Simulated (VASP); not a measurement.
Wanted: the native input for a VASP 6.6.1 run.

- Task: single point
- Functional: r2SCAN
- Potentials or basis: VASP PAW PBE potentials, release 64 (Na_pv)
- Cutoff: 520 eV
- k mesh: 18 × 18 × 10
- Occupations: gaussian, width 0.15 eV
- Spin: no spin polarisation
- Dipole correction: no
- Further INCAR settings: ALGO = Normal; EDIFF = 1e-06; NBANDS = 14

The system is Na.

```
Na
1.0
     3.76700    0.00000    0.00000
    -1.88350    3.26232    0.00000
     0.00000    0.00000    6.15400
Na
2
Direct
  0.33333 0.66667 0.25000
  0.66667 0.33333 0.75000
```

This isn't the form of Na at room conditions, which is bcc.

The input as run:

POSCAR

```
Na
1.0
    3.7670009976      0.0000000000      0.0000000000
   -1.8835004988      3.2623185600      0.0000000000
    0.0000000000      0.0000000000      6.1540000000
Na
2
Direct
    0.3333333333      0.6666666667      0.2500000000
    0.6666666667      0.3333333333      0.7500000000
```

INCAR.step1

```
SYSTEM = Na
PREC     = Accurate       ! precision mode
ENCUT    = 520            ! plane-wave cutoff, eV
ISMEAR   = 0              ! smearing method
SIGMA    = 0.15           ! smearing width, eV
LREAL    = .FALSE.        ! projectors in reciprocal space
LASPH    = .TRUE.         ! aspherical terms in the spheres
NELM     = 60             ! most SCF steps
NBANDS   = 14             ! bands
GGA      = PE             ! functional
ALGO     = Normal         ! electronic algorithm
EDIFF    = 1E-4           ! SCF threshold, eV
LWAVE    = .TRUE.         ! write WAVECAR
LCHARG   = .FALSE.        ! write CHGCAR
```

INCAR.step2

```
SYSTEM = Na
PREC     = Accurate       ! precision mode
ENCUT    = 520            ! plane-wave cutoff, eV
EDIFF    = 1E-6           ! SCF threshold, eV
ISMEAR   = 0              ! smearing method
SIGMA    = 0.15           ! smearing width, eV
LREAL    = .FALSE.        ! projectors in reciprocal space
LASPH    = .TRUE.         ! aspherical terms in the spheres
NELM     = 60             ! most SCF steps
ALGO     = Normal         ! electronic algorithm
ISIF     = 2              ! what is computed and relaxed
LWAVE    = .FALSE.        ! write WAVECAR
LCHARG   = .FALSE.        ! write CHGCAR
METAGGA  = R2SCAN         ! meta-GGA
LMIXTAU  = .TRUE.       
NBANDS   = 14             ! bands
ISTART   = 1
```

KPOINTS

```
Automatic mesh
0
G
  18 18 10
  0 0 0
```

Potentials or basis: VASP PAW PBE potentials, release 64 (Na_pv).

Launch:

```sh
$ cat potpaw_PBE.64/Na_pv/POTCAR > POTCAR
$ cp INCAR.step1 INCAR
$ mpirun -np 1 vasp_std > vasp.out
$ cp INCAR.step2 INCAR
$ mpirun -np 1 vasp_std > vasp.out
```

Results of the run:

The pressure is 0.0 GPa and the band gap on the k mesh is zero (bands 7 and 8 overlap by 4.51 eV).

Caveat: the PAW data sets were made with another functional, which shifts forces and pressure a little.

It took 4.1 min on 1 thread of Intel(R) Xeon(R) 6975P-C (Granite Rapids) (shared host), peak memory 0.3 GiB.
